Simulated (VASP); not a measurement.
# Al2H (I4/mcm) in VASP: further runs, part 2 of 2

VASP 6.6.1.

### Step 4. Relaxation of cell and atoms, PBE

This run uses another cell than the first one: it holds 6 atoms, not 12.

INCAR

```
SYSTEM = Al2H
PREC = Accurate
ENCUT = 600
EDIFF = 1E-6
ISMEAR = 0
SIGMA = 0.1
LREAL = .FALSE.
LASPH = .TRUE.
NELM = 80
ALGO = Normal
ISIF = 3
LWAVE = .FALSE.
LCHARG = .FALSE.
GGA = PE
IBRION = 2
NSW = 100
EDIFFG = -0.01
```

KPOINTS

```
regular mesh
0
G
  10 10 10
  0 0 0
```

POSCAR

```
Al2H
1.0
   -2.7706343365      2.7706343365      2.3464678479
    2.7706343365     -2.7706343365      2.3464678479
    2.7706343365      2.7706343365     -2.3464678479
Al H
4 2
Direct
    0.6680997333      0.1680997333      0.8361994667
    0.1680997333      0.3319002667      0.5000000000
    0.3319002667      0.8319002667      0.1638005333
    0.8319002667      0.6680997333      0.5000000000
    0.2500000000      0.2500000000      0.0000000000
    0.7500000000      0.7500000000      0.0000000000
```

Potentials or basis: VASP PAW PBE potentials, release 64 (Al, H).

Launch:

```console
> cat potpaw_PBE.64/Al/POTCAR potpaw_PBE.64/H/POTCAR > POTCAR
> mpirun -np 1 vasp_std > vasp.out
```

OUTCAR:

```text
SYSTEM = Al2H
   PREC = Accurate
   ENCUT = 600
   EDIFF = 1E-6
   ISMEAR = 0
   LREAL = .FALSE.
   LASPH = .TRUE.
   NELM = 80
   ISIF = 3
   GGA = PE
   IBRION = 2
   NSW = 100
   EDIFFG = -0.01

 ion  position               nearest neighbor table
   1  0.668  0.168  0.836-   3 2.63   3 2.67   3 2.67   2 2.92   4 2.92   4 2.92   2 2.92   2 3.00
                             4 3.00   4 3.00   2 3.00
   2  0.168  0.332  0.500-   4 2.63   4 2.67   4 2.67   3 2.92   1 2.92   1 2.92   3 2.92   1 3.00
                             3 3.00   3 3.00   1 3.00
   3  0.332  0.832  0.164-   1 2.63   1 2.67   1 2.67   4 2.92   2 2.92   4 2.92   2 2.92   4 3.00
                             2 3.00   2 3.00   4 3.00
   4  0.832  0.668  0.500-   2 2.63   2 2.67   2 2.67   1 2.92   3 2.92   1 2.92   3 2.92   1 3.00
                             3 3.00   3 3.00   1 3.00
   5  0.250  0.250  0.000-
   6  0.750  0.750  0.000-

[... 418 lines left out ...]
      3       4.2717      2.00000
      4       5.4662      2.00000
      5       5.8381      2.00000
      6       5.8381      2.00000
      7       6.7562      2.00000
      8       6.7562      2.00000
      9       7.1917      2.00000
     10       7.4910      1.84472
     11       7.8811      0.00004
[... 309 lines left out ...]
 k-point    24 :       0.4000    0.3000    0.0000
  band No.  band energies     occupation
      1      -1.4456      2.00000
      2      -0.2934      2.00000
      3       0.0895      2.00000
      4       2.9572      2.00000
      5       5.2810      2.00000
      6       6.3043      2.00000
      7       7.4033      1.99224
      8       8.8485      0.00000
      9      10.1372      0.00000
     10      10.5755      0.00000
     11      10.9727      0.00000

 [... further k-points ...]

------------------------ aborting loop because EDIFF is reached ----------------------------------------

  FORCE on cell =-STRESS in cart. coord.  units (eV):
  Direction    XX          YY          ZZ          XY          YZ          ZX
  --------------------------------------------------------------------------------------
  -------------------------------------------------------------------------------------
  Total        0.0092034      0.0092034      0.0279975      0.0000000      0.0000000      0.0000000
  in kB        0.2046374      0.2046374      0.6225248      0.0000000      0.0000000      0.0000000
  external PRESSURE =       0.3439332 kB  Pullay stress =       0.0000000 kB
[... 21 lines left out ...]
  FREE ENERGIE OF THE ION-ELECTRON SYSTEM (eV)
  ---------------------------------------------------
  free  energy   TOTEN  =       -19.7078026010 eV

  energy  without entropy=      -19.6975367383  energy(sigma->0) =      -19.70266967

 reached required accuracy - stopping structural energy minimisation
```

OSZICAR:

```text
N       E                     dE             d eps       ncg     rms          rms(c)
DAV:   1     0.142728886089E+02    0.14273E+02   -0.57283E+03  2244   0.116E+03
DAV:   2    -0.184183870515E+02   -0.32691E+02   -0.30624E+02  2853   0.121E+02
[... 96 lines left out ...]
  15 F= -.19707748E+02 E0= -.19702629E+02  d E =-.860362E-04
       N       E                     dE             d eps       ncg     rms          rms(c)
DAV:   1    -0.197078085081E+02   -0.60197E-04   -0.12552E-03  2503   0.251E-01    0.229E-02
DAV:   2    -0.197078047144E+02    0.37937E-05   -0.16865E-05  2643   0.327E-02    0.112E-02
DAV:   3    -0.197078024967E+02    0.22177E-05   -0.24841E-06  1876   0.101E-02    0.272E-03
DAV:   4    -0.197078026010E+02   -0.10425E-06   -0.29832E-07  1212   0.421E-03
  16 F= -.19707803E+02 E0= -.19702670E+02  d E =-.141039E-03
```

CONTCAR:

```text
Al2H
   1.00000000000000
    -2.7358320036631083    2.7358320036631083    2.4067711313548745
     2.7358320036631083   -2.7358320036631083    2.4067711313548745
     2.7358320036631083    2.7358320036631083   -2.4067711313548745
  Al              H
     4     2
Direct
     0.6698838334150523    0.1698838334150522    0.8397676669301133
     0.1698838334150522    0.3301161665849478    0.5000000000000000
     0.3301161665849478    0.8301161665849477    0.1602323330698867
     0.8301161665849477    0.6698838334150523    0.5000000000000000
     0.2500000000000000    0.2500000000000000    1.0000000000000000
     0.7500000000000000    0.7500000000000000    1.0000000000000000

  0.00000000E+00  0.00000000E+00  0.00000000E+00
  0.00000000E+00  0.00000000E+00  0.00000000E+00
  0.00000000E+00  0.00000000E+00  0.00000000E+00
  0.00000000E+00  0.00000000E+00  0.00000000E+00
  0.00000000E+00  0.00000000E+00  0.00000000E+00
  0.00000000E+00  0.00000000E+00  0.00000000E+00
```

Run time: 6.4 min. Hardware: 1 thread of Intel Xeon 6975P-C, shared host; peak memory 0.26 GiB.

Results:

* Free energy: -19.7078 eV
* Energy gained by relaxing: 0.5 meV/atom
* Ionic steps: 16
* Pressure after relaxing: 0.0 GPa
* Largest force after relaxing: 0.005 eV/Å
* Band gap on the k mesh: zero (band 7 reaches 9.10 eV, above the bottom of band 8 at 6.34 eV)

Forces on the atoms (eV/Å):
```
Al  -0.004 -0.004  0.000
Al   0.004 -0.004  0.000
Al   0.004  0.004  0.000
Al  -0.004  0.004  0.000
H    0.000  0.000  0.000
H    0.000  0.000  0.000
```

Step by step:
```csv
step,energy change (eV),largest force (eV/Å),pressure (GPa),volume (Å³)
1,0.0000,0.0195,0.15,72.05
2,-0.0005,0.0003,0.01,72.16
3,-0.0006,0.0169,-0.11,72.27
4,-0.0008,0.0160,-0.04,72.20
5,-0.0011,0.0136,0.15,72.00
6,-0.0011,0.0124,0.24,71.91
7,-0.0012,0.0108,0.22,71.93
8,-0.0015,0.0060,0.14,72.00
9,-0.0020,0.0023,-0.01,72.12
10,-0.0024,0.0185,-0.28,72.35
11,-0.0024,0.0100,-0.14,72.23
12,-0.0025,0.0143,-0.21,72.29
13,-0.0026,0.0136,-0.18,72.26
14,-0.0026,0.0135,-0.18,72.26
15,-0.0026,0.0108,-0.12,72.19
16,-0.0027,0.0052,0.03,72.06
```

Final structure:
```
CELL_PARAMETERS angstrom
-2.73583 2.73583 2.40677
2.73583 -2.73583 2.40677
2.73583 2.73583 -2.40677
ATOMIC_POSITIONS crystal
Al 0.66988 0.16988 0.83977
Al 0.16988 0.33012 0.50000
Al 0.33012 0.83012 0.16023
Al 0.83012 0.66988 0.50000
H 0.25000 0.25000 0.00000
H 0.75000 0.75000 0.00000
```

Levels at points of the mesh, in eV from the Fermi level:
```csv
k point,band 5,band 6,band 7,band 8,band 9,band 10
"(0.00, 0.00, 0.00)",-1.75,-1.75,-0.84,-0.84,-0.40,-0.10
"(0.50, 0.00, 0.00)",-3.63,-3.63,0.63,0.63,3.14,3.14
"(0.50, 0.50, 0.00)",-2.70,-2.13,-0.62,0.45,0.67,0.95
"(0.50, 0.50, 0.50)",-6.19,-4.75,1.51,3.11,4.13,4.42
```

### Step 5. The runs side by side

```tsv
task	cell	k mesh	cutoff (eV)	smearing	gap on the mesh (eV)	pressure (GPa)	largest force (eV/Å)
single point	a = 4.558, b = 4.558, c = 7.743 Å, angles 90.0, 90.0, 116.3°, 12 atoms	6 × 6 × 4	520	gaussian 0.2 eV	none	0.0	0.05
single point	a = 4.558 Å, angles 106.2, 106.2, 116.3°, 6 atoms	10 × 10 × 10	520	gaussian 0.1 eV	none	-0.1	-
relaxation of cell and atoms	relaxed from a = 4.567 Å, angles 105.3, 105.3, 118.2°, 6 atoms	10 × 10 × 10	600	gaussian 0.1 eV	none	0.0	0.01
```

Alike in all rows: level PBE; potentials or basis VASP PAW PBE potentials, release 64 (Al, H); no spin polarisation.

Total energies depend on the potentials used, so only differences within one code and one set of settings carry meaning.
